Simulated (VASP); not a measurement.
# Al8N6O (a cell with a defect): single point with PBE

The system is Al8N6O (a cell with a defect).

```xyz
15
Lattice="-3.1440 -5.4456 0.0000 4.7160 -2.7228 0.0000 0.0000 0.0000 5.0460" Properties=species:S:1:pos:R:3 pbc="T T T"
Al    1.5285   -4.3402    0.0552
Al    0.0493   -3.6293    2.5781
Al   -0.0516   -1.8352    0.0950
Al    3.2214   -3.8274    2.6371
Al    3.1872   -1.8088   -0.2607
Al    1.5534   -0.8199    2.6934
Al   -1.3826   -4.7141    0.1304
Al    1.5988   -6.3275    1.9273
N     1.6415   -4.4393    1.9100
N    -0.0570   -3.6372    4.4677
N     0.0881   -1.8094    1.9888
N     3.1184   -3.6895    4.4805
N     1.4768   -0.9590    4.5606
N    -1.4949   -4.5369    1.9761
O     3.5391   -1.3302    3.0928
```

```
Program             : VASP 6.6.1
Task                : single point
Functional          : PBE
Potentials or basis : VASP PAW PBE potentials, release 64 (Al, N, O)
Cutoff              : 520 eV
k mesh              : 2 × 3 × 3
Occupations         : gaussian, width 0.05 eV
Spin                : no spin polarisation
```

```json
{"Largest force": "2.214 eV/Å"}
```

Forces on the atoms (eV/Å):
```
Al   0.080  0.026  0.237
Al   0.015  0.074  0.118
Al   0.086  0.004  0.126
Al   0.092  0.153  0.225
Al   0.214  0.169 -0.367
Al   0.245 -0.056  0.142
Al  -0.117  0.128  0.104
Al   0.256  0.170 -0.226
N    0.071  0.120  0.289
N    0.070 -0.020  0.110
N    0.052  0.078  0.128
N    0.100  0.041  0.253
N    0.076  0.054  0.201
N    0.058  0.007  0.181
O   -1.298 -0.947 -1.523
```

Levels at points of the mesh, in eV from the Fermi level:
```csv
k point,band 26,band 27,band 28,band 29,band 30,band 31,band 32,band 33
"(0.00, 0.00, 0.00)",-1.79,-1.56,-1.47,-1.28,2.43,3.08,3.47,4.11
"(0.50, 0.00, 0.00)",-1.86,-1.74,-1.54,-0.42,1.75,3.07,3.39,4.28
```

It took 75 s on 1 thread of Intel(R) Xeon(R) 6975P-C (Granite Rapids) (shared host), peak memory 0.27 GiB.

Caveat: the k points lie up to 0.50 Å⁻¹ apart; the cell carries a net charge on a neutralising background, which shifts energy and pressure; the cell is charged against a uniform background, so pressure and absolute levels hang on convention.
